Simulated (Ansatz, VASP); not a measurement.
# In3Se in VASP and in Ansatz

```
In Se
1.0
     4.80376    0.00000    0.00000
     0.00000    4.80376    0.00000
     0.00000    0.00000    4.80376
In Se
3 1
Direct
  0.00000 0.50000 0.50000
  0.50000 0.00000 0.50000
  0.50000 0.50000 0.00000
  0.00000 0.00000 0.00000
```

Alike in both runs: task single point; functional PBE; k mesh 5 × 5 × 5; occupations gaussian, width 0.4 eV; no spin polarisation.

|  | VASP | Ansatz |
| --- | --- | --- |
| version | VASP 6.6.1 | Ansatz 0.2.0 |
| potentials or method | VASP PAW PBE potentials, release 64 (In_d, Se), cutoff 520 eV | scalar-relativistic, plane waves, PAW |
| valence electrons in the cell | 45 | 55 |

```tsv
	VASP	Ansatz	Ansatz less VASP
gap on the k mesh at the Fermi level (eV)	none	none	-
pressure (GPa)	0.0	0.0	+0.02
```

A gap of «none» marks a metal or a gap that the smearing closes. VASP's potentials hold 45 valence electrons a cell and Ansatz's 55, so a difference there can come from the potentials and not from the codes.
